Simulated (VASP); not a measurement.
# Ir (P6_3/mmc) in VASP: notebook

The runs below take Ir through single point, with LDA.

Everything below comes from runs of VASP 6.6.1. Logs are shortened: lines on timing, memory, paths and dates and some standing lists are left out, and cuts for length are marked.

**1. The cell of the first run**

It takes space group P6_3/mmc (No. 194, hexagonal). Conventional cell: a = 2.592 Å, b = 2.592 Å, c = 4.203 Å, α = 90.00°, β = 90.00°, γ = 120.00°. Ir (site symmetry -6m2) has 12 Ir at 2.58 to 2.59 Å within 3.4 Å.

This isn't the form of Ir at room conditions, which is fcc.

**2. Single point, LDA (12.23 Å³/atom)**

INCAR reads:

```
PREC     = Accurate       # precision mode
ENCUT    = 500            # plane-wave cutoff, eV
EDIFF    = 1E-6           # SCF threshold, eV
ISMEAR   = 0              # smearing method
SIGMA    = 0.15           # smearing width, eV
LREAL    = False          # projectors in reciprocal space
LASPH    = True           # aspherical terms in the spheres
NELM     = 120            # most SCF steps
ALGO     = Normal         # electronic algorithm
ISIF     = 2              # what is computed and relaxed
LWAVE    = False          # write WAVECAR
LCHARG   = True           # write CHGCAR
GGA      = CA             # functional
LELF     = True           # ELF
LVHAR    = True         
NBANDS   = 24             # bands
GGA_COMPAT= False
```

KPOINTS reads:

```
Automatic mesh
0
Gamma
  21 21 12
```

POSCAR reads:

```
Ir
1.0
    2.5924095241      0.0000000000      0.0000000000
   -1.2962047621      2.2450925049      0.0000000000
    0.0000000000      0.0000000000      4.2032925665
Ir
2
Direct
    0.6666666667      0.3333333333      0.7500000000
    0.3333333333      0.6666666667      0.2500000000
```

Potentials or basis: VASP PAW LDA potentials, release 64 (Ir_sv_GW).

The run is started by

```bash
$ cat potpaw_LDA.64/Ir_sv_GW/POTCAR > POTCAR
$ mpirun -np 1 vasp_std > vasp.out
```

OUTCAR:

```text
PREC = Accurate
   ENCUT = 500
   EDIFF = 1E-6
   ISMEAR = 0
   LREAL = False
   LASPH = True
   NELM = 120
   ISIF = 2
   GGA = CA

 ion  position               nearest neighbor table
   1  0.667  0.333  0.750-   2 2.58   2 2.58   2 2.58   2 2.58   2 2.58   2 2.58
   2  0.333  0.667  0.250-   1 2.58   1 2.58   1 2.58   1 2.58   1 2.58   1 2.58

  LATTYP: Found a hexagonal cell.
 ALAT       =     2.5924095241
 C/A-ratio  =     1.6213844794

  Lattice vectors:

 A1 = (   2.5924095241,   0.0000000000,   0.0000000000)
 A2 = (  -1.2962047621,   2.2450925049,   0.0000000000)
 A3 = (   0.0000000000,   0.0000000000,   4.2032925665)

Analysis of symmetry for initial positions (statically):
=====================================================================
 Subroutine PRICEL returns:
 Original cell was already a primitive cell.

 Routine SETGRP: Setting up the symmetry group for a
 hexagonal supercell.

 Subroutine GETGRP returns: Found 24 space group operations
 (whereof 12 operations were pure point group operations)
 out of a pool of 24 trial point group operations.

The static configuration has the point symmetry D_3d.
 The point group associated with its full space group is D_6h.

Analysis of symmetry for dynamics (positions and initial velocities):
=====================================================================
 Subroutine PRICEL returns:
 Original cell was already a primitive cell.

 Routine SETGRP: Setting up the symmetry group for a
 hexagonal supercell.

 Subroutine GETGRP returns: Found 24 space group operations
 (whereof 12 operations were pure point group operations)
 out of a pool of 24 trial point group operations.

The dynamic configuration has the point symmetry D_3d.
 The point group associated with its full space group is D_6h.

 Subroutine INISYM returns: Found 24 space group operations
 (whereof 12 operations are pure point group operations),
 and found     1 'primitive' translations

----------------------------------------------------------------------------------------

                                     Primitive cell

  volume of cell :      24.4640

  direct lattice vectors                    reciprocal lattice vectors
     2.592409524  0.000000000  0.000000000     0.385741524  0.222707973  0.000000000
    -1.296204762  2.245092505  0.000000000     0.000000000  0.445415945  0.000000000
     0.000000000  0.000000000  4.203292567     0.000000000  0.000000000  0.237908731

  length of vectors
[... 81 lines left out ...]
   NELM   =    120;   NELMIN=  2; NELMDL= -5     # of ELM steps
   EDIFF  = 0.1E-05   stopping-criterion for ELM
   LREAL  =      F    real-space projection
   EDIFFG = 0.1E-04   stopping-criterion for IOM
   NSW    =      0    number of steps for IOM
   IBRION =     -1    ionic relax: 0-MD 1-quasi-New 2-CG
   NFREE  =      0    steps in history (QN), initial steepest desc. (CG)
   ISIF   =      2    stress and relaxation
   ISYM   =      2    0-nonsym 1-usesym 2-fastsym
   POTIM  = 0.5000    time-step for ionic-motion
   TEBEG  =    0.0;   TEEND  =   0.0 temperature during run
   PSTRESS=    0.0 pullay stress
   NELECT =      34.0000    total number of electrons
   NUPDOWN=      -1.0000    fix difference up-down
   EMIN   =  10.00;   EMAX   =-10.00  energy-range for DOS
   EFERMI =   0.00;   METHOD = LEGACY
   ISMEAR =     0;   SIGMA  =   0.15  broadening in eV -4-tet -1-fermi 0-gaus
   EFERMI_NEDOS =   21; number of points for ismear=-14 and -15
   IALGO  =     38    algorithm
   IMIX   =      4    mixing-type and parameters
     AMIX     =   0.40;   BMIX     =  1.00
     AMIX_MAG =   1.60;   BMIX_MAG =  1.00
  volume/ion in A,a.u.               =      12.23        82.55
  Fermi-wavevector in a.u.,A,eV,Ry     =   1.826944  3.452424 45.412514  3.337726
  Thomas-Fermi vector in A             =   2.882150
   LORBIT       =      0    0 simple, 1 ext, 2 COOP (PROOUT), +10 PAW based schemes
   GGA     = CA    functional components
   LHFCALC =     F    Hartree Fock is set to
   AEXX    =    0.0000 exact exchange contribution
   IVDW    =     0    specifies the selected vdW correction
   LEPSILON=     F    determine dielectric tensor
   LRPA    =     F    only Hartree local field effects (RPA)
 non-spin polarized calculation
 Gauss-broadening in eV      SIGMA  =   0.15
  energy-cutoff  :      500.00
  volume of cell :       24.46
 maximum number of plane-waves:       646
 NGX is ok and might be reduce to    20
   NGX =  9   NGY =  9   NGZ = 15

 number of electron      34.0000000 magnetization

 Free energy of the ion-electron system (eV)
  ---------------------------------------------------
  ext. energy  EPLUGINS =         0.00000000
  ---------------------------------------------------
  free energy    TOTEN  =       -20.97165029 eV

  energy without entropy =      -20.95316551  energy(sigma->0) =      -20.96240790

 E-fermi :  15.8821     XC(G=0): -15.7298

 val. band max:       15.8800897954   @ k =   0.4286   0.1429   0.1667
 cond. band min:      15.8834279957   @ k =   0.3810   0.1429   0.0000
 fundamental gap:      0.0033382003
 Fermi energy:        15.8821175737

 k-point     1 :       0.0000    0.0000    0.0000
  band No.  band energies     occupation
      1     -77.2600      2.00000
      2     -77.1213      2.00000
      3     -35.1071      2.00000
      4     -33.9446      2.00000
      5     -33.9446      2.00000
      6     -33.7600      2.00000
[... 637 lines left out ...]
     23      31.8279      0.00000
     24      32.0721      0.00000

 [... further k-points ...]

------------------------ aborting loop because EDIFF is reached ----------------------------------------

  FORCE on cell =-STRESS in cart. coord.  units (eV):
  Direction    XX          YY          ZZ          XY          YZ          ZX
  --------------------------------------------------------------------------------------
  -------------------------------------------------------------------------------------
  Total       10.4116837     10.4116837     10.7788552     -0.0000000      0.0000000      0.0000000
  in kB      681.8739218    681.8739218    705.9204339     -0.0000000      0.0000000      0.0000000
  external PRESSURE =     689.8894258 kB  Pullay stress =       0.0000000 kB

 VOLUME and BASIS-vectors are now :
 -----------------------------------------------------------------------------
  energy-cutoff  :      500.00
  volume of cell :       24.46
      direct lattice vectors                 reciprocal lattice vectors
     2.592409524  0.000000000  0.000000000     0.385741524  0.222707973  0.000000000
    -1.296204762  2.245092505  0.000000000     0.000000000  0.445415945  0.000000000
     0.000000000  0.000000000  4.203292567     0.000000000  0.000000000  0.237908731

 POSITION                                       TOTAL-FORCE (eV/Angst)
 -----------------------------------------------------------------------------------
      1.29620      0.74836      3.15247        -0.000000      0.000000      0.000000
     -0.00000      1.49673      1.05082         0.000000     -0.000000      0.000000
 -----------------------------------------------------------------------------------
    total drift:                                0.000000     -0.000000      0.000000

  FREE ENERGIE OF THE ION-ELECTRON SYSTEM (eV)
  ---------------------------------------------------
  free  energy   TOTEN  =       -20.9716502939 eV

  energy  without entropy=      -20.9531655078  energy(sigma->0) =      -20.96240790
```

Wall time 2.7 min (1 thread of AMD EPYC 7R43 (Zen 3), shared host); peak memory 0.21 GiB.

What came out:

```yaml
Free_energy: -20.9717 eV
Pressure: 69.0 GPa
Band_gap_on_the_k_mesh: zero (bands 17 and 18 overlap by 4.24 eV)
```

Stress tensor (GPa, compression positive):
```
68.19  0.00  0.00
 0.00 68.19  0.00
 0.00  0.00 70.59
```

Levels at points of the mesh, in eV from the Fermi level:
```tsv
k point	band 13	band 14	band 15	band 16	band 17	band 18	band 19	band 20	band 21	band 22
(0.00, 0.00, 0.00)	-4.88	-4.03	-4.03	-3.02	-3.02	-1.09	0.31	0.31	8.56	13.22
(0.00, 0.00, 0.50)	-5.02	-5.02	-5.02	-5.02	-0.58	-0.58	-0.58	-0.58	12.87	12.87
```

Caveat: the cell stands under pressure; spin-orbit coupling is left out, which moves the levels of the heavy elements.

**3. Single point, LDA, collinear spin (14.73 Å³/atom)**

This run uses another cell than the first one, of 14.73 Å³/atom.

INCAR reads:

```
SYSTEM = Ir
PREC     = Accurate       ! precision mode
ENCUT    = 520            ! plane-wave cutoff, eV
EDIFF    = 1E-6           ! SCF threshold, eV
ISMEAR   = 0              ! smearing method
SIGMA    = 0.15           ! smearing width, eV
LREAL    = .False.        ! projectors in reciprocal space
LASPH    = .True.         ! aspherical terms in the spheres
NELM     = 150            ! most SCF steps
ALGO     = Fast           ! electronic algorithm
ISIF     = 2              ! what is computed and relaxed
LWAVE    = .False.        ! write WAVECAR
LCHARG   = .False.        ! write CHGCAR
ISPIN    = 2              ! spin polarisation
MAGMOM   = 0.7 0.7        ! initial moments
LORBIT   = 11             ! projections on sites
NUPDOWN  = 1.4            ! fixed moment
LMAXMIX  = 4              ! l up to which the mixer works
NBANDS   = 20             ! bands
```

KPOINTS reads:

```
Automatic mesh
0
Gamma
  21 21 12
  0 0 0
```

POSCAR reads:

```
Ir
1.0
    2.7583201541      0.0000000000      0.0000000000
   -1.3791600771      2.3887753253      0.0000000000
    0.0000000000      0.0000000000      4.4722974870
Ir
2
Direct
    0.6666666667      0.3333333333      0.7500000000
    0.3333333333      0.6666666667      0.2500000000
```

Potentials or basis: VASP PAW LDA potentials, release 64 (Ir).

The run is started by

```bash
$ cat potpaw_LDA.64/Ir/POTCAR > POTCAR
$ mpirun -np 1 vasp_std > vasp.out
```

Wall time 4.1 min (1 thread of AMD EPYC 9R45 (Zen 5), shared host); peak memory 0.33 GiB.

Results (log left out):

| Quantity | Value |
| --- | --- |
| Free energy | -20.1673 eV |
| Pressure | -14.4 GPa |
| Net moment | 1.40 μB per cell |
| Site moments | Ir +0.68 μB |
| Valence electrons inside the program's atomic spheres | Ir 8.29 |

Stress tensor (GPa, compression positive):
```
-14.10   0.00   0.00
  0.00 -14.10   0.00
  0.00   0.00 -14.99
```

Caveat: the cell stands under tension; spin-orbit coupling is left out, which moves the levels of the heavy elements; the total moment is fixed, so each spin has its own Fermi level.

**4. Single point, LDA, collinear spin (14.73 Å³/atom)**

This run uses another cell than the first one, of 14.73 Å³/atom.

INCAR reads:

```
ALGO     = Fast           # electronic algorithm
EDIFF    = 1E-7           # SCF threshold, eV
ENCUT    = 520            # plane-wave cutoff, eV
ISIF     = 2              # what is computed and relaxed
ISMEAR   = 0              # smearing method
ISPIN    = 2              # spin polarisation
LASPH    = True           # aspherical terms in the spheres
LCHARG   = True           # write CHGCAR
LELF     = True           # ELF
LMAXMIX  = 4              # l up to which the mixer works
LORBIT   = 11             # projections on sites
LREAL    = False          # projectors in reciprocal space
LVHAR    = True         
LWAVE    = False          # write WAVECAR
MAGMOM   = 0.3 0.3        # initial moments
NBANDS   = 20             # bands
NELM     = 150            # most SCF steps
NUPDOWN  = 0.6            # fixed moment
PREC     = Accurate       # precision mode
SIGMA    = 0.15           # smearing width, eV
```

KPOINTS reads:

```
k-points
0
Gamma
  21 21 12
```

POSCAR is that of step 3.

Potentials or basis: VASP PAW LDA potentials, release 64 (Ir).

The run is started by

```bash
$ cat potpaw_LDA.64/Ir/POTCAR > POTCAR
$ mpirun -np 1 vasp_std > vasp.out
```

OUTCAR:

```text
EDIFF = 1E-7
   ENCUT = 520
   ISIF = 2
   ISMEAR = 0
   ISPIN = 2
   LASPH = True
   LORBIT = 11
   LREAL = False
   NELM = 150
   NUPDOWN = 0.6
   PREC = Accurate

 ion  position               nearest neighbor table
   1  0.667  0.333  0.750-   2 2.75   2 2.75   2 2.75   2 2.75   2 2.75   2 2.75
   2  0.333  0.667  0.250-   1 2.75   1 2.75   1 2.75   1 2.75   1 2.75   1 2.75

  LATTYP: Found a hexagonal cell.
 ALAT       =     2.7583201541
 C/A-ratio  =     1.6213844794

  Lattice vectors:

 A1 = (   2.7583201541,   0.0000000000,   0.0000000000)
 A2 = (  -1.3791600771,   2.3887753253,   0.0000000000)
 A3 = (   0.0000000000,   0.0000000000,   4.4722974870)

Analysis of symmetry for initial positions (statically):
=====================================================================
 Subroutine PRICEL returns:
 Original cell was already a primitive cell.

 Routine SETGRP: Setting up the symmetry group for a
 hexagonal supercell.

 Subroutine GETGRP returns: Found 24 space group operations
[... 754 lines left out ...]
      4       6.1662      1.00000
      5       6.1662      1.00000
      6       6.7872      1.00000
[... 541 lines left out ...]
     19      30.3955      0.00000
     20      32.1266      0.00000

 [... further k-points ...]

------------------------ aborting loop because EDIFF is reached ----------------------------------------

  FORCE on cell =-STRESS in cart. coord.  units (eV):
  Direction    XX          YY          ZZ          XY          YZ          ZX
  --------------------------------------------------------------------------------------
  -------------------------------------------------------------------------------------
  Total       -3.1565807     -3.1565807     -3.3084574      0.0000000      0.0000000     -0.0000000
  in kB     -171.6235238   -171.6235238   -179.8810713      0.0000000      0.0000000     -0.0000000
  external PRESSURE =    -174.3760397 kB  Pullay stress =       0.0000000 kB

 VOLUME and BASIS-vectors are now :
 -----------------------------------------------------------------------------
  energy-cutoff  :      520.00
  volume of cell :       29.47
      direct lattice vectors                 reciprocal lattice vectors
     2.758320154  0.000000000  0.000000000     0.362539497  0.209312276  0.000000000
    -1.379160077  2.388775325  0.000000000     0.000000000  0.418624552  0.000000000
     0.000000000  0.000000000  4.472297487     0.000000000  0.000000000  0.223598721

 POSITION                                       TOTAL-FORCE (eV/Angst)
 -----------------------------------------------------------------------------------
      1.37916      0.79626      3.35422        -0.000000     -0.000000      0.000000
     -0.00000      1.59252      1.11807         0.000000      0.000000      0.000000
 -----------------------------------------------------------------------------------
    total drift:                               -0.000000      0.000000     -0.000000

  FREE ENERGIE OF THE ION-ELECTRON SYSTEM (eV)
  ---------------------------------------------------
  free  energy   TOTEN  =       -20.3736689237 eV

  energy  without entropy=      -20.3442013419  energy(sigma->0) =      -20.35893513

 total charge

# of ion       s       p       d       tot
------------------------------------------
    1        0.650   0.684   6.948   8.281
    2        0.650   0.684   6.948   8.281
--------------------------------------------------
tot          1.299   1.369  13.895  16.563

 magnetization (x)

# of ion       s       p       d       tot
------------------------------------------
    1        0.002   0.003   0.287   0.292
    2        0.002   0.003   0.287   0.292
--------------------------------------------------
tot          0.003   0.006   0.574   0.583
```

OSZICAR:

```text
N       E                     dE             d eps       ncg     rms          rms(c)
DAV:   1     0.146675090340E+03    0.14668E+03   -0.77378E+03 26888   0.875E+02
DAV:   2    -0.173819764409E+02   -0.16406E+03   -0.14422E+03 27224   0.261E+02
DAV:   3    -0.215531199402E+02   -0.41711E+01   -0.41034E+01 32240   0.503E+01
DAV:   4    -0.216083600728E+02   -0.55240E-01   -0.55207E-01 31376   0.481E+00
DAV:   5    -0.216100224505E+02   -0.16624E-02   -0.16623E-02 32324   0.880E-01    0.206E+01
RMM:   6    -0.205461123165E+02    0.10639E+01   -0.94933E-01 27882   0.864E+00    0.778E+00
RMM:   7    -0.203829259762E+02    0.16319E+00   -0.37776E-01 28255   0.375E+00    0.256E+00
RMM:   8    -0.203796178121E+02    0.33082E-02   -0.44798E-02 33514   0.201E+00    0.154E+00
RMM:   9    -0.203744766061E+02    0.51412E-02   -0.80054E-03 30358   0.552E-01    0.282E-01
RMM:  10    -0.203736353815E+02    0.84122E-03   -0.22728E-03 29291   0.408E-01    0.103E-01
RMM:  11    -0.203736661242E+02   -0.30743E-04   -0.30549E-04 34095   0.117E-01    0.545E-02
RMM:  12    -0.203736694167E+02   -0.32925E-05   -0.74051E-05 38583   0.498E-02    0.246E-02
RMM:  13    -0.203736692184E+02    0.19830E-06   -0.43806E-06 35084   0.119E-02    0.151E-02
RMM:  14    -0.203736689247E+02    0.29371E-06   -0.64409E-07 32104   0.592E-03    0.184E-03
RMM:  15    -0.203736689237E+02    0.98134E-09   -0.81687E-08 21075   0.179E-03
   1 F= -.20373669E+02 E0= -.20358935E+02  d E =-.294676E-01  mag=     0.6000
```

stdout:

```text
POSCAR found type information on POSCAR Ir
 POSCAR found :  1 types and       2 ions
 scaLAPACK will be used
 LDA part: xc-table for (Slater(with rela. corr.)+CA(PZ))
 , standard interpolation
 POSCAR, INCAR and KPOINTS ok, starting setup
 FFT: planning ... GRIDC
 FFT: planning ... GRID_SOFT
 FFT: planning ... GRID
 WAVECAR not read
 entering main loop
WARNING in EDDRMM: call to ZHEGV failed, returncode =   8  4     20
```

Run time: 4.7 min. Hardware: 1 thread of AMD EPYC 9R45 (Zen 5), shared host; peak memory 0.33 GiB.

What came out:

```
Free energy                                           : -20.3737 eV
Pressure                                              : -17.4 GPa
Net moment                                            : 0.60 μB per cell
Site moments                                          : Ir +0.29 μB
Valence electrons inside the program's atomic spheres : Ir 8.28
```

Stress tensor (GPa, compression positive):
```
-17.16   0.00   0.00
  0.00 -17.16   0.00
  0.00   0.00 -17.99
```

Caveat: the cell stands under tension; spin-orbit coupling is left out, which moves the levels of the heavy elements; the total moment is fixed, so each spin has its own Fermi level.

**5. Single point, LDA, collinear spin (14.73 Å³/atom)**

This run uses another cell than the first one, of 14.73 Å³/atom.

INCAR reads:

```
SYSTEM = Ir
PREC = Accurate
ENCUT = 520
EDIFF = 1E-7
ISMEAR = 0
SIGMA = 0.15
LREAL = .False.
LASPH = .True.
NELM = 150
ALGO = Fast
ISIF = 2
LWAVE = .False.
LCHARG = .True.
ISPIN = 2
MAGMOM = 0.8 0.8
LORBIT = 11
NUPDOWN = 1.6
LMAXMIX = 4
LELF = .True.
LVHAR = .True.
NBANDS = 20
```

KPOINTS reads:

```
regular mesh
0
Gamma
  21 21 12
  0 0 0
```

POSCAR is that of step 4.

The run is started by

```bash
$ cat potpaw_LDA.64/Ir/POTCAR > POTCAR
$ mpirun -np 1 vasp_std > vasp.out
```

Run time: 2.2 min. Hardware: 1 thread of Intel Xeon 6975P-C (Granite Rapids), shared host; peak memory 0.36 GiB.

The run converged. Its results:

```
Free energy                                           : -20.0868 eV
Pressure                                              : -13.2 GPa
Net moment                                            : 1.60 μB per cell
Site moments                                          : Ir +0.78 μB
Valence electrons inside the program's atomic spheres : Ir 8.29
```

Stress tensor (GPa, compression positive):
```
-13.00   0.00   0.00
  0.00 -13.00   0.00
  0.00   0.00 -13.59
```

Caveat: the cell stands under tension; spin-orbit coupling is left out, which moves the levels of the heavy elements; the total moment is fixed, so each spin has its own Fermi level.

(Part 1 of 2 ends here.)
